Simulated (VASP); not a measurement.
Wanted: the native input for a VASP 6.6.1 run.

* Task: single point
* Functional: PBE
* Dispersion: D4
* Potentials or basis: VASP PAW PBE potentials, release 64 (Mn_pv, S)
* Cutoff: 520 eV
* k mesh: 9 × 9 × 9
* Occupations: fermi-dirac, width 0.05 eV
* Spin: collinear spin, ferromagnetic start
* Starting moments: [4.0, 0.0] μB
* Dipole correction: no
* Further INCAR settings: ALGO = Normal; EDIFF = 1e-07; NBANDS = 20

The structure of MnS lies in POSCAR:

```
MnS
1.0
    0.0000000000      2.4786417096      2.4786417096
    2.4786417096      0.0000000000      2.4786417096
    2.4786417096      2.4786417096      0.0000000000
Mn S
1 1
Direct
    0.0000000000      0.0000000000      0.0000000000
    0.5000000000      0.5000000000      0.5000000000
```

These files were run (other wordings do the same):

INCAR

```
SYSTEM = MnS
PREC     = Accurate       ! precision mode
ENCUT    = 520            ! plane-wave cutoff, eV
EDIFF    = 1E-7           ! SCF threshold, eV
ISMEAR   = -1             ! smearing method
SIGMA    = 0.05           ! smearing width, eV
LREAL    = .False.        ! projectors in reciprocal space
LASPH    = .True.         ! aspherical terms in the spheres
NELM     = 150            ! most SCF steps
ALGO     = Normal         ! electronic algorithm
ISIF     = 2              ! what is computed and relaxed
LWAVE    = .False.        ! write WAVECAR
LCHARG   = .False.        ! write CHGCAR
ISPIN    = 2              ! spin polarisation
MAGMOM   = 4 0            ! initial moments
LORBIT   = 11             ! projections on sites
LMAXMIX  = 4              ! l up to which the mixer works
GGA      = PE             ! functional
IVDW     = 13             ! dispersion correction
NBANDS   = 20             ! bands
```

KPOINTS

```
Automatic mesh
0
Gamma
  9 9 9
  0 0 0
```

Potentials or basis: VASP PAW PBE potentials, release 64 (Mn_pv, S).

The run is started by

```console
$ cat potpaw_PBE.64/Mn_pv/POTCAR potpaw_PBE.64/S/POTCAR > POTCAR
$ mpirun -np 1 vasp_std > vasp.out
```

It gave:

| Item | Value |
| --- | --- |
| Pressure | 0.0 GPa |
| Net moment | 4.13 μB per cell |
| Site moments | Mn +3.83; S +0.06 μB |
| Valence electrons inside the program's atomic spheres | Mn 11.47; S 3.75 |
| Dispersion energy per atom | -0.461 eV |

Caveat: a cell with one magnetic atom can't hold antiferromagnetic order, which such compounds often take; pairwise dispersion overbinds metals, which lowers pressure and volume.

Run time: 54 s on 1 thread of Intel(R) Xeon(R) Platinum 8259CL CPU @ 2.50GHz (Skylake/Cascade Lake), on a shared host, peak memory 0.19 GiB.
